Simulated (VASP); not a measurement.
Wanted: the native input for a VASP 6.6.1 run.

| Item | Value |
| --- | --- |
| Task | single point |
| Functional | BLYP |
| Potentials or basis | VASP PAW PBE potentials, release 64 (Fe) |
| Cutoff | 520 eV |
| k mesh | 16 × 16 × 5 |
| Occupations | fermi-dirac, width 0.05 eV |
| Spin | collinear spin, ferrimagnetic start |
| Starting moments | [1.44, -1.095, -0.94, -0.94] μB |
| Dipole correction | no |
| Further INCAR settings | ALGO = Normal; EDIFF = 1e-07; NBANDS = 28 |

The structure of Fe lies in POSCAR:

```
Fe
1.0
    2.4522300866      0.0000000000      0.0000000000
   -1.2261150433      2.1236935509      0.0000000000
    0.0000000000      0.0000000000      8.0358365592
Fe
4
Direct
    0.0000000000      0.0000000000      0.0000000000
    0.0000000000      0.0000000000      0.5000000000
    0.3333333333      0.6666666667      0.2500000000
    0.6666666667      0.3333333333      0.7500000000
```

This isn't the form of Fe at room conditions, which is bcc.

One way to write it, as run:

INCAR

```
PREC     = Accurate       # precision mode
ENCUT    = 520            # plane-wave cutoff, eV
EDIFF    = 1E-7           # SCF threshold, eV
ISMEAR   = -1             # smearing method
SIGMA    = 0.05           # smearing width, eV
LREAL    = F              # projectors in reciprocal space
LASPH    = T              # aspherical terms in the spheres
NELM     = 150            # most SCF steps
ALGO     = Normal         # electronic algorithm
ISIF     = 2              # what is computed and relaxed
LWAVE    = F              # write WAVECAR
LCHARG   = T              # write CHGCAR
ISPIN    = 2              # spin polarisation
MAGMOM   = 1.44 -1.095 -0.94 -0.94 # initial moments
LORBIT   = 11             # projections on sites
LMAXMIX  = 4              # l up to which the mixer works
GGA      = B5             # functional
ALDAX    = 1.0          
AGGAX    = 1.0          
AGGAC    = 1.0          
ALDAC    = 0.0          
LELF     = T              # ELF
LVHAR    = T            
NBANDS   = 28             # bands
```

KPOINTS

```
regular mesh
0
Gamma
  16 16 5
```

Potentials or basis: VASP PAW PBE potentials, release 64 (Fe).

Launch:

```console
$ cat potpaw_PBE.64/Fe/POTCAR > POTCAR
$ mpirun -np 1 vasp_std > vasp.out
```

Results of the run:

* Pressure: 10.1 GPa
* Largest force: 0.094 eV/Å
* Net moment: -1.36 μB per cell
* Site moments: Fe +1.10, -0.91, -0.77 (each value once) μB
* Valence electrons inside the program's atomic spheres: Fe 7.47, 7.48 (each value once)

Caveat: the cell stands under pressure; the PAW data sets were made with another functional, which shifts forces and pressure a little.

Wall time 7.6 min on 1 thread of Oxide Virtual Turin-like Processor, on a shared host, peak memory 0.29 GiB.
